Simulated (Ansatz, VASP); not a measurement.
One calculation of In3Cu, two programs

```
In Cu
1.0
     4.48277    0.00000    0.00000
     0.00000    4.48277    0.00000
     0.00000    0.00000    4.48277
In Cu
3 1
Direct
  0.00000 0.50000 0.50000
  0.50000 0.00000 0.50000
  0.50000 0.50000 0.00000
  0.00000 0.00000 0.00000
```

Alike in both runs: task single point; functional PBE; k mesh 4 × 4 × 4; occupations gaussian, width 0.1 eV; no spin polarisation.

|  | VASP | Ansatz |
| --- | --- | --- |
| version | VASP 6.6.1 | Ansatz 0.2.0 |
| potentials or method | VASP PAW PBE potentials, release 64 (In_d, Cu), cutoff 520 eV | scalar-relativistic, plane waves, PAW |
| valence electrons in the cell | 50 | 58 |

|  | VASP | Ansatz | Ansatz less VASP |
| --- | --- | --- | --- |
| gap on the k mesh at the Fermi level (eV) | none | none | - |
| pressure (GPa) | 1.1 | 1.1 | +0.03 |

A gap of «none» marks a metal or a gap that the smearing closes. The functional is the same, so the differences come from potentials, cutoffs and numerics. VASP's potentials hold 50 valence electrons a cell and Ansatz's 58, so a difference there can come from the potentials and not from the codes.
